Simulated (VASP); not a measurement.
## KI: single point with HSE06

KI:

```
K I
1.0
     0.00000    3.33340    3.33340
     3.33340    0.00000    3.33340
     3.33340    3.33340    0.00000
K I
1 1
Direct
  0.00000 0.00000 0.00000
  0.50000 0.50000 0.50000
```

This cell differs from its parent crystal: strain -6.0%.

```json
{"Program": "VASP 6.6.1", "Task": "single point", "Functional": "HSE06", "Potentials or basis": "VASP PAW PBE potentials, release 64 (K_sv, I)", "Cutoff": "520 eV", "k mesh": "4 × 4 × 4", "Occupations": "gaussian, width 0.01 eV", "Spin": "no spin polarisation"}
```

```yaml
Pressure: 3.9 GPa
Band_gap_on_the_k_mesh: 5.45 eV, direct
```

Levels at points of the mesh, in eV from the valence-band top:
| k point | band 5 | band 6 | band 7 | band 8 | band 9 | band 10 | band 11 | band 12 |
| --- | --- | --- | --- | --- | --- | --- | --- | --- |
| (0.00, 0.00, 0.00) | -11.74 | 0.00 | 0.00 | 0.00 | 5.45 | 7.53 | 7.53 | 7.53 |
| (0.50, 0.00, 0.00) | -11.06 | -1.89 | -0.54 | -0.54 | 6.67 | 9.41 | 9.62 | 9.62 |
| (0.50, 0.50, 0.00) | -11.47 | -1.39 | -0.51 | -0.51 | 5.59 | 7.28 | 9.64 | 10.80 |

Run time: 9.5 min on 1 thread of Intel(R) Xeon(R) Platinum 8488C (Sapphire Rapids), on a shared host, peak memory 0.31 GiB.

Caveat: the cell differs from its parent crystal (strain -6.0%); the PAW data sets were made with another functional, which shifts forces and pressure a little; spin-orbit coupling is left out, which moves the levels of the heavy elements. A k mesh can miss the band edges.
